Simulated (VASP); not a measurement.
# AgAs2 (P6/mmm) in VASP: a series of runs, part 2 of 2

VASP 6.6.1. The steps go on from the part before.

## (4) Relaxation of cell and atoms, PBE

This run uses another cell than the first one, of 19.57 Å³/atom.

INCAR reads:

```
SYSTEM = AgAs2
PREC = Accurate ; ENCUT = 600
EDIFF = 1E-6 ; ISMEAR = 0
SIGMA = 0.1 ; LREAL = .FALSE.
LASPH = .TRUE. ; NELM = 60
ALGO = Normal ; ISIF = 3
LWAVE = .FALSE. ; LCHARG = .FALSE.
GGA = PE ; IBRION = 2
NSW = 100 ; EDIFFG = -0.01
```

KPOINTS reads:

```
regular mesh
0
G
  12 12 16
  0 0 0
```

POSCAR reads:

```
AgAs2
1.0
    4.9944460647      0.0000000000      0.0000000000
   -2.4972230324      4.3253171699      0.0000000000
    0.0000000000      0.0000000000      2.7180445635
Ag As
1 2
Direct
    0.0000000000      0.0000000000      0.0000000000
    0.3333333333      0.6666666667      0.5000000000
    0.6666666667      0.3333333333      0.5000000000
```

Potentials or basis: VASP PAW PBE potentials, release 64 (Ag, As).

On the command line:

```sh
cat potpaw_PBE.64/Ag/POTCAR potpaw_PBE.64/As/POTCAR > POTCAR
mpirun -np 1 vasp_std > vasp.out
```

OUTCAR:

```text
SYSTEM = AgAs2
   PREC = Accurate
   ENCUT = 600
   EDIFF = 1E-6
   ISMEAR = 0
   LREAL = .FALSE.
   LASPH = .TRUE.
   NELM = 60
   ISIF = 3
   GGA = PE
   IBRION = 2
   NSW = 100
   EDIFFG = -0.01

 ion  position               nearest neighbor table
   1  0.000  0.000  0.000-   2 3.19   3 3.19   2 3.19   3 3.19   3 3.19   3 3.19   2 3.19   2 3.19
                             3 3.19   3 3.19   2 3.19   2 3.19
   2  0.333  0.667  0.500-   3 2.88   3 2.88   3 2.88   1 3.19   1 3.19   1 3.19   1 3.19   1 3.19
                             1 3.19
   3  0.667  0.333  0.500-   2 2.88   2 2.88   2 2.88   1 3.19   1 3.19   1 3.19   1 3.19   1 3.19
                             1 3.19

  LATTYP: Found a hexagonal cell.
 ALAT       =     4.9944460647
 C/A-ratio  =     0.5442134179

  Lattice vectors:

 A1 = (   4.9944460647,   0.0000000000,   0.0000000000)
[... 418 lines left out ...]
 Fermi energy:         6.5105351986

 k-point     1 :       0.0000    0.0000    0.0000
  band No.  band energies     occupation
      1      -7.4168      2.00000
      2      -3.1961      2.00000
      3       0.6929      2.00000
      4       0.6929      2.00000
      5       0.8522      2.00000
      6       2.8666      2.00000
      7       2.8666      2.00000
      8       4.1268      2.00000
      9       4.1268      2.00000
     10       4.8233      2.00000
     11       4.8233      2.00000
     12       6.3329      1.98802
     13      10.4146      0.00000
     14      13.2876      0.00000
[... 377 lines left out ...]
      1      -6.6942      2.00000
      2      -4.5757      2.00000
      3       0.7919      2.00000
      4       0.9977      2.00000
      5       1.8757      2.00000
      6       2.2802      2.00000
      7       2.2940      2.00000
      8       2.8163      2.00000
      9       2.9057      2.00000
     10       5.9142      2.00000
     11       7.8471      0.00000
     12       9.8996      0.00000
     13      10.5203      0.00000
     14      11.8086      0.00000

 [... further k-points ...]
[... 5 lines left out ...]
  --------------------------------------------------------------------------------------
  -------------------------------------------------------------------------------------
  Total        0.0053347      0.0053347      0.0152829     -0.0000000      0.0000000      0.0000000
  in kB        0.1462189      0.1462189      0.4188880     -0.0000000      0.0000000      0.0000000
  external PRESSURE =       0.2371086 kB  Pullay stress =       0.0000000 kB
[... 18 lines left out ...]
  FREE ENERGIE OF THE ION-ELECTRON SYSTEM (eV)
  ---------------------------------------------------
  free  energy   TOTEN  =       -11.2283016697 eV

  energy  without entropy=      -11.2219466071  energy(sigma->0) =      -11.22512414

 reached required accuracy - stopping structural energy minimisation
```

Wall time 8.1 min (1 thread of Intel Xeon Platinum 8259CL at 2.50GHz (Skylake/Cascade Lake), shared host); peak memory 0.35 GiB.

What came out:

| Quantity | Value |
| --- | --- |
| Free energy | -11.2283 eV |
| Relaxed volume | 19.48 Å³/atom |
| Relaxed cell | a = 4.916 Å, b = 4.916 Å, c = 2.793 Å, α = 90.00°, β = 90.00°, γ = 120.00° |
| Space group after relaxing (to 0.1 Å) | P6/mmm (No. 191) |
| Energy gained by relaxing | 7.3 meV/atom |
| Ionic steps | 7 |
| Pressure after relaxing | 0.0 GPa |
| Band gap on the k mesh | zero (an odd number of electrons rules out a gap without spin polarisation) |

The path:
```
step  energy change (eV)  largest force (eV/Å)  pressure (GPa)  volume (Å³)
   1              0.0000                0.0000            0.16        58.72
   2             -0.0194                0.0000           -0.41        58.86
   3             -0.0208                0.0000           -0.52        58.90
   4             -0.0198                0.0000           -0.70        58.96
   5             -0.0211                0.0000           -0.59        58.91
   6             -0.0218                0.0000            0.28        58.26
   7             -0.0220                0.0000            0.02        58.45
```

Final structure:
```yaml
crystal:
  lattice:
    - [4.91570, 0.00000, 0.00000]
    - [-2.45785, 4.25712, 0.00000]
    - [0.00000, 0.00000, 2.79330]
  atoms:
    - { symbol: Ag, position: [0.00000, 0.00000, 0.00000] }
    - { symbol: As, position: [0.33333, 0.66667, 0.50000] }
    - { symbol: As, position: [0.66667, 0.33333, 0.50000] }
```

Caveat: an odd number of electrons without spin polarisation forces a metal; a magnetic or distorted state may lie lower.

## (5) The runs side by side

```csv
task,cell,cutoff (eV),smearing,gap on the mesh (eV),pressure (GPa)
single point,"a = 4.916, b = 4.916, c = 2.793 Å, angles 90.0, 90.0, 120.0°, 3 atoms",520,gaussian 0.1 eV,none,0.0
single point,"a = 4.916, b = 4.916, c = 2.793 Å, angles 90.0, 90.0, 120.0°, 3 atoms",520,tetrahedron,none,0.0
relaxation of cell and atoms,"relaxed from a = 4.994, b = 4.994, c = 2.718 Å, angles 90.0, 90.0, 120.0°, 3 atoms",600,gaussian 0.1 eV,none,0.0
```

Alike in all rows: level PBE; potentials or basis VASP PAW PBE potentials, release 64 (Ag, As); no spin polarisation; k mesh 12 × 12 × 16.

Caveats: an odd number of electrons without spin polarisation forces a metal; a magnetic or distorted state may lie lower.

Total energies depend on the potentials used, so only differences within one code and one set of settings carry meaning.
